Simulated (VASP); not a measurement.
# Ir3C in VASP: further runs

Ir3C is run at these levels: LDA; tasks: single point.

Program: VASP 6.6.1. These are calculated values, not measurements. Logs are shortened: lines on timing, memory, paths and dates and some standing lists are left out, and cuts for length are marked.

## (1) The cell of the first run

The cell holds a slab with vacuum, 4 atoms: a = 2.695 Å, b = 2.695 Å, c = 20.634 Å, α = 90.00°, β = 90.00°, γ = 90.00°.

## (2) Single point, LDA, collinear spin

The input, INCAR:

```
SYSTEM = Ir3C
PREC = Accurate ; ENCUT = 520
EDIFF = 1E-7 ; ISMEAR = 0
SIGMA = 0.1 ; LREAL = .FALSE.
LASPH = .TRUE. ; NELM = 150
ALGO = Normal ; ISIF = 2
LWAVE = .FALSE. ; LCHARG = .FALSE.
ISPIN = 2 ; MAGMOM = 0 0 0 2
LORBIT = 11 ; LMAXMIX = 4
LDIPOL = .TRUE. ; IDIPOL = 3
DIPOL = 0.5 0.5 0.332 ; NBANDS = 28
```

The input, KPOINTS:

```
Automatic mesh
0
G
  10 10 1
  0 0 0
```

The input, POSCAR:

```
Ir3C
1.0
    2.6946510889      0.0000000000      0.0000000000
    0.0000000000      2.6946510889      0.0000000000
    0.0000000000      0.0000000000     20.6339620658
Ir C
3 1
Direct
    0.5000000000      0.5000000000      0.1938551591
    0.0000000000      0.0000000000      0.2819107364
    0.5000000000      0.5000000000      0.3699707328
    0.8333333333      0.5000000000      0.4828913630
```

Potentials or basis: VASP PAW LDA potentials, release 64 (Ir, C).

Command:

```sh
$ cat potpaw_LDA.64/Ir/POTCAR potpaw_LDA.64/C/POTCAR > POTCAR
$ mpirun -np 1 vasp_std > vasp.out
```

OUTCAR:

```text
SYSTEM = Ir3C
   PREC = Accurate
   ENCUT = 520
   EDIFF = 1E-7
   ISMEAR = 0
   LREAL = .FALSE.
   LASPH = .TRUE.
   NELM = 150
   ISIF = 2
   ISPIN = 2
   LORBIT = 11

 ion  position               nearest neighbor table
   1  0.500  0.500  0.194-   2 2.63   2 2.63   2 2.63   2 2.63
   2  0.000  0.000  0.282-   1 2.63   1 2.63   1 2.63   1 2.63   3 2.63   3 2.63   3 2.63   3 2.63

   3  0.500  0.500  0.370-   4 2.50   2 2.63   2 2.63   2 2.63   2 2.63
   4  0.833  0.500  0.483-   3 2.50

  LATTYP: Found a simple tetragonal cell.
 ALAT       =     2.6946510889
 C/A-ratio  =     7.6573780371

  Lattice vectors:

 A1 = (   2.6946510889,   0.0000000000,   0.0000000000)
 A2 = (   0.0000000000,   2.6946510889,   0.0000000000)
 A3 = (   0.0000000000,   0.0000000000,  20.6339620658)

Analysis of symmetry for initial positions (statically):
=====================================================================
 Subroutine PRICEL returns:
 Original cell was already a primitive cell.

 Routine SETGRP: Setting up the symmetry group for a
 simple tetragonal supercell.

 Subroutine GETGRP returns: Found  2 space group operations
 (whereof  2 operations were pure point group operations)
 out of a pool of 16 trial point group operations.

The static configuration has the point symmetry C_1h.

Analysis of symmetry for dynamics (positions and initial velocities):
=====================================================================
 Subroutine PRICEL returns:
 Original cell was already a primitive cell.

 Routine SETGRP: Setting up the symmetry group for a
 simple tetragonal supercell.

 Subroutine GETGRP returns: Found  2 space group operations
 (whereof  2 operations were pure point group operations)
 out of a pool of 16 trial point group operations.

The dynamic configuration has the point symmetry C_1h.

Analysis of structural, dynamic, and magnetic symmetry:
=====================================================================
 Subroutine PRICEL returns:
 Original cell was already a primitive cell.

 Routine SETGRP: Setting up the symmetry group for a
 simple tetragonal supercell.

 Subroutine GETGRP returns: Found  2 space group operations
 (whereof  2 operations were pure point group operations)
 out of a pool of 16 trial point group operations.

The overall configuration has the point symmetry C_1h.

 Subroutine INISYM returns: Found  2 space group operations
 (whereof  2 operations are pure point group operations),
 and found     1 'primitive' translations

----------------------------------------------------------------------------------------

                                     Primitive cell

  volume of cell :     149.8262

  direct lattice vectors                    reciprocal lattice vectors
     2.694651089  0.000000000  0.000000000     0.371105559  0.000000000  0.000000000
     0.000000000  2.694651089  0.000000000     0.000000000  0.371105559  0.000000000
     0.000000000  0.000000000 20.633962066     0.000000000  0.000000000  0.048463790

  length of vectors
     2.694651089  2.694651089 20.633962066     0.371105559  0.371105559  0.048463790

  position of ions in fractional coordinates (direct lattice)
     0.500000000  0.500000000  0.193855159
     0.000000000  0.000000000  0.281910736
     0.500000000  0.500000000  0.369970733
     0.833333333  0.500000000  0.482891363

  ion indices of the primitive-cell ions
   primitive index   ion index
                 1           1
                 2           2
                 3           3
                 4           4

----------------------------------------------------------------------------------------

 KPOINTS: Automatic mesh

Automatic generation of k-mesh.
 Grid dimensions read from file:
 generate k-points for:   10   10    1

 Generating k-lattice:

  Cartesian coordinates                     Fractional coordinates (reciprocal lattice)
     0.037110556  0.000000000  0.000000000     0.100000000  0.000000000  0.000000000
     0.000000000  0.037110556  0.000000000     0.000000000  0.100000000  0.000000000
     0.000000000  0.000000000  0.048463790     0.000000000  0.000000000  1.000000000

  Length of vectors
     0.037110556  0.037110556  0.048463790

  Shift w.r.t. Gamma in fractional coordinates (k-lattice)
     0.000000000  0.000000000  0.000000000

 Subroutine IBZKPT returns following result:
 ===========================================

 Found     36 irreducible k-points:

 Following reciprocal coordinates:
            Coordinates               Weight
  0.000000  0.000000  0.000000      1.000000
  0.100000  0.000000  0.000000      2.000000
  0.000000  0.100000  0.000000      2.000000
  0.200000  0.000000  0.000000      2.000000
  0.000000  0.200000  0.000000      2.000000
  0.300000  0.000000  0.000000      2.000000
[... 16 lines left out ...]
 -0.200000  0.300000  0.000000      4.000000
  0.400000  0.200000  0.000000      4.000000
 [... further k-points ...]
   k-points           NKPTS =     36   k-points in BZ     NKDIM =     36   number of bands    NBANDS=     28
   number of dos      NEDOS =    301   number of ions     NIONS =      4
   total plane-waves  NPLWV =  64000
   dimension x,y,z NGX =    20 NGY =   20 NGZ =  160
   dimension x,y,z NGXF=    40 NGYF=   40 NGZF=  320
   ions per type =               3   1
   NGX,Y,Z   is equivalent  to a cutoff of  12.34, 12.34, 12.89 a.u.
   NGXF,Y,Z  is equivalent  to a cutoff of  24.68, 24.68, 25.78 a.u.
 SYSTEM =  Ir3C
   PREC   = accura    normal or accurate (medium, high low for compatibility)
   ISTART =      0    job   : 0-new  1-cont  2-samecut
   ICHARG =      2    charge: 1-file 2-atom 10-const
   ISPIN  =      2    spin polarized calculation?
   LNONCOLLINEAR =      F non collinear calculations
   LSORBIT =      F    spin-orbit coupling
   LASPH  =      T    aspherical Exc in radial PAW
   ENCUT  =  520.0 eV  38.22 Ry    6.18 a.u.   5.01  5.01 38.37*2*pi/ulx,y,z
   NELM   =    150;   NELMIN=  2; NELMDL= -5     # of ELM steps
   EDIFF  = 0.1E-06   stopping-criterion for ELM
   LREAL  =      F    real-space projection
   EDIFFG = 0.1E-05   stopping-criterion for IOM
   NSW    =      0    number of steps for IOM
   IBRION =     -1    ionic relax: 0-MD 1-quasi-New 2-CG
   NFREE  =      0    steps in history (QN), initial steepest desc. (CG)
   ISIF   =      2    stress and relaxation
   ISYM   =      2    0-nonsym 1-usesym 2-fastsym
   POTIM  = 0.5000    time-step for ionic-motion
   TEBEG  =    0.0;   TEEND  =   0.0 temperature during run
   PSTRESS=    0.0 pullay stress
   NELECT =      31.0000    total number of electrons
   NUPDOWN=      -1.0000    fix difference up-down
   EMIN   =  10.00;   EMAX   =-10.00  energy-range for DOS
   EFERMI =   0.00;   METHOD = LEGACY
   ISMEAR =     0;   SIGMA  =   0.10  broadening in eV -4-tet -1-fermi 0-gaus
   EFERMI_NEDOS =   21; number of points for ismear=-14 and -15
   IALGO  =     38    algorithm
   IMIX   =      4    mixing-type and parameters
     AMIX     =   0.40;   BMIX     =  1.00
     AMIX_MAG =   1.60;   BMIX_MAG =  1.00
  volume/ion in A,a.u.               =      37.46       252.77
  Fermi-wavevector in a.u.,A,eV,Ry     =   0.968277  1.829778 12.756276  0.937560
  Thomas-Fermi vector in A             =   2.098233
   LORBIT       =     11    0 simple, 1 ext, 2 COOP (PROOUT), +10 PAW based schemes
   GGA     = CA    functional components
   LHFCALC =     F    Hartree Fock is set to
   AEXX    =    0.0000 exact exchange contribution
   IVDW    =     0    specifies the selected vdW correction
   LEPSILON=     F    determine dielectric tensor
   LRPA    =     F    only Hartree local field effects (RPA)
 spin polarized calculation
 Gauss-broadening in eV      SIGMA  =   0.10
  energy-cutoff  :      520.00
  volume of cell :      149.83
 maximum number of plane-waves:      4072
   NGX = 11   NGY = 11   NGZ = 77

 dipolmoment           0.000000      0.000000     -0.072195 electrons x Angstroem

 number of electron      30.9999999 magnetization       0.0000415

 dipolmoment           0.000000      0.000000      0.041202 electrons x Angstroem

 Free energy of the ion-electron system (eV)
  ---------------------------------------------------
  ext. energy  EPLUGINS =         0.00000000
  ---------------------------------------------------
  free energy    TOTEN  =       -32.86559102 eV

  energy without entropy =      -32.83979434  energy(sigma->0) =      -32.85269268

 E-fermi :  -0.9472     XC(G=0):  -5.8080

 val. band max:       -0.9638270053   @ k =  -0.1000   0.2000   0.0000
 cond. band min:      -0.9436318610   @ k =  -0.1000   0.3000   0.0000
 fundamental gap:      0.0201951443
 Fermi energy:        -0.9472167096

 spin component 1

 k-point     1 :       0.0000    0.0000    0.0000
  band No.  band energies     occupation
      1     -11.5933      1.00000
      2     -10.7064      1.00000
      3      -8.5149      1.00000
      4      -8.2201      1.00000
      5      -8.1127      1.00000
      6      -6.3113      1.00000
[... 709 lines left out ...]
     26       9.2802      0.00000
     27       9.5952      0.00000

 [... further k-points ...]

 spin component 2

 k-point     1 :       0.0000    0.0000    0.0000
  band No.  band energies     occupation
      1     -11.5933      1.00000
      2     -10.7063      1.00000
      3      -8.5149      1.00000
      4      -8.2201      1.00000
      5      -8.1127      1.00000
      6      -6.3113      1.00000
[... 709 lines left out ...]
     26       9.2810      0.00000
     27       9.5994      0.00000

 [... further k-points ...]

 [bands above 27 left out]

------------------------ aborting loop because EDIFF is reached ----------------------------------------

 vacuum level on the upper side and lower side of the slab       (xc-potential included)         0.433        -0.611

  FORCE on cell =-STRESS in cart. coord.  units (eV):
  Direction    XX          YY          ZZ          XY          YZ          ZX
  --------------------------------------------------------------------------------------
  -------------------------------------------------------------------------------------
  Total       -5.6463846     -4.0620329     -5.0532666      0.0000000      0.0000000     -0.2721346
  in kB      -60.3800311    -43.4376493    -54.0374799      0.0000000      0.0000000     -2.9100914
  external PRESSURE =     -52.6183868 kB  Pullay stress =       0.0000000 kB

 VOLUME and BASIS-vectors are now :
 -----------------------------------------------------------------------------
  energy-cutoff  :      520.00
  volume of cell :      149.83
      direct lattice vectors                 reciprocal lattice vectors
     2.694651089  0.000000000  0.000000000     0.371105559  0.000000000  0.000000000
     0.000000000  2.694651089  0.000000000     0.000000000  0.371105559  0.000000000
     0.000000000  0.000000000 20.633962066     0.000000000  0.000000000  0.048463790

 POSITION                                       TOTAL-FORCE (eV/Angst)
 -----------------------------------------------------------------------------------
      1.34733      1.34733      4.00000        -0.178026      0.000000     -0.369276
      0.00000      0.00000      5.81694         0.035916      0.000000     -0.080256
      1.34733      1.34733      7.63396         0.508630      0.000000      3.245182
      2.24554      1.34733      9.96396        -0.366520      0.000000     -2.795650
 -----------------------------------------------------------------------------------
    total drift:                                0.000131      0.000000      0.000046

  FREE ENERGIE OF THE ION-ELECTRON SYSTEM (eV)
  ---------------------------------------------------
  free  energy   TOTEN  =       -32.8655910191 eV

  energy  without entropy=      -32.8397943377  energy(sigma->0) =      -32.85269268

 vacuum level on the upper side and lower side of the slab         5.732         4.679

 total charge

# of ion       s       p       d       tot
------------------------------------------
    1        0.674   0.545   7.034   8.253
    2        0.709   0.822   7.046   8.576
    3        0.673   0.628   6.955   8.256
    4        1.034   0.897   0.000   1.931
--------------------------------------------------
tot          3.089   2.892  21.035  27.016

 magnetization (x)

# of ion       s       p       d       tot
------------------------------------------
    1        0.000   0.000   0.000   0.000
    2       -0.000  -0.000  -0.000  -0.000
    3       -0.000  -0.000   0.000   0.000
    4        0.000   0.000   0.000   0.000
--------------------------------------------------
tot          0.000   0.000   0.000   0.000
```

Wall time 17 min (1 thread of Intel Xeon 8259CL, shared host); peak memory 0.37 GiB.

What came out:

* Free energy: -32.8656 eV
* Largest force: 3.285 eV/Å
* Net moment: 0.00 μB per cell
* Valence electrons inside the program's atomic spheres: Ir 8.25, 8.58, 8.26; C 1.93

Forces on the atoms (eV/Å):
```
Ir  -0.178  0.000 -0.369
Ir   0.036  0.000 -0.080
Ir   0.509  0.000  3.245
C   -0.367  0.000 -2.796
```

Levels at points of the mesh, in eV from the Fermi level:
Spin up:
```tsv
k point	band 13	band 14	band 15	band 16	band 17	band 18
(0.00, 0.00, 0.00)	-1.08	-1.06	-1.00	0.42	0.99	1.07
(0.50, 0.00, 0.00)	-1.76	-0.57	-0.16	0.57	0.64	0.98
(0.00, 0.50, 0.00)	-1.10	-0.89	-0.51	0.66	0.87	0.91
(0.50, 0.50, 0.00)	-0.07	0.28	0.80	1.35	1.94	2.08
```
Spin down:
| k point | band 11 | band 12 | band 13 | band 14 | band 15 | band 16 | band 17 | band 18 | band 19 | band 20 |
| --- | --- | --- | --- | --- | --- | --- | --- | --- | --- | --- |
| (0.00, 0.00, 0.00) | -1.58 | -1.14 | -1.08 | -1.06 | -1.00 | 0.42 | 0.99 | 1.07 | 1.15 | 1.15 |
| (0.50, 0.00, 0.00) | -2.66 | -1.81 | -1.76 | -0.57 | -0.16 | 0.57 | 0.64 | 0.98 | 1.85 | 2.73 |
| (0.00, 0.50, 0.00) | -2.76 | -1.75 | -1.10 | -0.89 | -0.51 | 0.66 | 0.87 | 0.91 | 1.26 | 2.75 |
| (0.50, 0.50, 0.00) | -0.68 | -0.16 | -0.07 | 0.28 | 0.80 | 1.35 | 1.94 | 2.08 | 2.35 | 3.91 |

Caveat: spin-orbit coupling is left out, which moves the levels of the heavy elements.

## (3) Single point, LDA, collinear spin

The input, INCAR:

```
PREC = Accurate
ENCUT = 520
EDIFF = 1E-7
ISMEAR = 0
SIGMA = 0.1
LREAL = F
LASPH = T
NELM = 150
ALGO = Normal
ISIF = 2
LWAVE = F
LCHARG = F
ISPIN = 2
MAGMOM = 0 0 0 2
LORBIT = 11
LMAXMIX = 4
LDIPOL = T
IDIPOL = 3
DIPOL = 0.5 0.5 0.343
GGA = CA
NBANDS = 28
```

The input, KPOINTS:

```
regular mesh
0
Gamma
  10 10 1
```

POSCAR, as its differences from that of step 2:

```diff
@@ -11,2 +11,2 @@
     0.5000000000      0.5000000000      0.3699707328
-    0.8333333333      0.5000000000      0.4828913630
+    0.8333333333      0.5000000000      0.5265087738
```

Potentials or basis: VASP PAW LDA potentials, release 64 (Ir, C).

Command:

```sh
$ cat potpaw_LDA.64/Ir/POTCAR potpaw_LDA.64/C/POTCAR > POTCAR
$ mpirun -np 1 vasp_std > vasp.out
```

Run time: 21 min. Hardware: 1 thread of Intel Xeon 8259CL, shared host; peak memory 0.37 GiB.

Results (log left out):

```yaml
Free_energy: -31.2440 eV
Largest_force: 1.154 eV/Å
Net_moment: 0.00 μB per cell
Valence_electrons_inside_the_program's_atomic_spheres: Ir 8.25, 8.56, 8.21; C 1.90
```

Forces in eV/Å, atoms in the order of the input:
```
Ir  -0.039  0.000 -0.182
Ir   0.027  0.000  0.011
Ir   0.064  0.000  1.152
C   -0.051  0.000 -0.982
```

Levels at points of the mesh, in eV from the Fermi level:
Spin up:
```tsv
k point	band 11	band 12	band 13	band 14	band 15	band 16	band 17	band 18	band 19	band 20
(0.00, 0.00, 0.00)	-1.54	-1.03	-0.99	-0.94	-0.93	0.40	0.54	1.19	1.19	1.21
(0.50, 0.00, 0.00)	-2.12	-1.66	-1.65	-0.45	0.04	0.40	0.72	1.02	1.06	2.68
(0.00, 0.50, 0.00)	-2.15	-1.65	-1.54	-0.45	-0.18	0.65	0.72	0.80	1.06	2.72
(0.50, 0.50, 0.00)	-0.58	-0.15	-0.12	0.26	0.63	1.38	1.62	2.21	2.36	4.00
```
Spin down:
| k point | band 11 | band 12 | band 13 | band 14 | band 15 | band 16 | band 17 | band 18 | band 19 | band 20 |
| --- | --- | --- | --- | --- | --- | --- | --- | --- | --- | --- |
| (0.00, 0.00, 0.00) | -1.54 | -1.03 | -0.99 | -0.94 | -0.94 | 0.40 | 0.54 | 1.19 | 1.19 | 1.21 |
| (0.50, 0.00, 0.00) | -2.12 | -1.66 | -1.65 | -0.45 | 0.04 | 0.40 | 0.72 | 1.02 | 1.06 | 2.68 |
| (0.00, 0.50, 0.00) | -2.15 | -1.65 | -1.54 | -0.45 | -0.18 | 0.65 | 0.72 | 0.80 | 1.06 | 2.72 |
| (0.50, 0.50, 0.00) | -0.58 | -0.15 | -0.12 | 0.26 | 0.63 | 1.38 | 1.62 | 2.21 | 2.36 | 4.00 |

Caveat: spin-orbit coupling is left out, which moves the levels of the heavy elements.
